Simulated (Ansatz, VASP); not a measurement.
# K in VASP and in Ansatz

```
CELL_PARAMETERS angstrom
-2.73306 2.73306 2.73306
2.73306 -2.73306 2.73306
2.73306 2.73306 -2.73306
ATOMIC_POSITIONS crystal
K 0.00000 0.00000 0.00000
```

Alike in both runs: task single point; functional PBEsol; k mesh 7 × 7 × 7; occupations fermi-dirac, width 0.05 eV; no spin polarisation.

|  | VASP | Ansatz |
| --- | --- | --- |
| version | VASP 6.6.1 | Ansatz 0.2.0 |
| potentials or method | VASP PAW PBE potentials, release 64 (K_sv) | Ansatz PAW |
| plane-wave cutoff (eV) | 520 | 420 |
| valence electrons in the cell | 9 | 9 |

```csv
,VASP,Ansatz,Ansatz less VASP
gap on the k mesh at the Fermi level (eV),none,none,-
pressure (GPa),-0.4,-0.4,+0.01
```

VASP's potentials were made for PBE, not for PBEsol. A gap of «none» marks a metal or a gap that the smearing closes. With one functional, cell and mesh, what is left measures potentials, basis and numerics.
